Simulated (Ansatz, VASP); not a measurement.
**Two plane-wave programs on KCl**

The input INCAR:

```
SYSTEM = KCl
  PREC = Accurate
  ENCUT = 520
  EDIFF = 1E-6
  ISMEAR = 0
  SIGMA = 0.05
  LREAL = .False.
  LASPH = .True.
  NELM = 80
  ALGO = Normal
  ISIF = 2
  LWAVE = .False.
  LCHARG = .False.
  GGA = PS
  NBANDS = 24
```

The input KPOINTS:

```
Automatic mesh
0
Gamma
  6 6 6
  0 0 0
```

Contents of POSCAR:

```
KCl
1.0
    0.0000000000     -3.1207041401     -3.3391534299
   -3.1207041401      0.0000000000     -3.3391534299
    3.1207041401      3.1207041401     -6.6783068599
K Cl
2 2
Direct
    0.5000000000      0.5000000000      0.5000000000
    0.0000000000      1.0000000000      0.0000000000
    0.7829885571      0.7648586181      0.7500000000
    0.2170114429      0.2351413819      0.2500000000
```

Input for Ansatz:

```yaml
crystal:
  lattice:
    - [0.0, -3.1207041401, -3.3391534299]
    - [-3.1207041401, 0.0, -3.3391534299]
    - [3.1207041401, 3.1207041401, -6.6783068599]
  atoms:
    - { symbol: K, position: [0.5, 0.5, 0.5] }
    - { symbol: K, position: [0.0, 1.0, 0.0] }
    - { symbol: Cl, position: [0.7829885571, 0.7648586181, 0.75] }
    - { symbol: Cl, position: [0.2170114429, 0.2351413819, 0.25] }
basis:
  ecutwfc: 420
kpoints:
  mp_grid: { grid: [6, 6, 6] }
hamiltonian:
  xc: pbesol
scf:
  occupations: { method: gaussian, width: 0.05 }
output:
  forces: true
  stress: true
  eigenvalues: true
```

Change from the starting cell: mode 7 frozen in at -0.187 Å, normal strain along z +0.0700.

Alike in both runs: task single point; functional PBEsol; k mesh 6 × 6 × 6; occupations gaussian, width 0.05 eV; no spin polarisation.

|  | VASP | Ansatz |
| --- | --- | --- |
| version | VASP 6.6.1 | Ansatz 0.2.0 |
| potentials or method | VASP PAW PBE potentials, release 64 (K_sv, Cl), cutoff 520 eV | scalar-relativistic, plane waves, PAW |
| valence electrons in the cell | 32 | 32 |

|  | VASP | Ansatz | Ansatz less VASP |
| --- | --- | --- | --- |
| gap on the k mesh at the Fermi level (eV) | 4.85 | 4.85 | +0.004 |
| least direct gap on the mesh (eV) | 4.85 | 4.85 | +0.004 |
| pressure (GPa) | -0.6 | -0.7 | -0.03 |
| traceless stress, the component that is largest in VASP (GPa) | -0.88 | -0.86 | +0.025 |
| rms of the force components (eV/Å) | 0.083 | 0.081 | -0.0018 |

VASP's potentials were made for PBE, not for PBEsol. Atom by atom the forces differ by 0.002 eV/Å (rms over components).
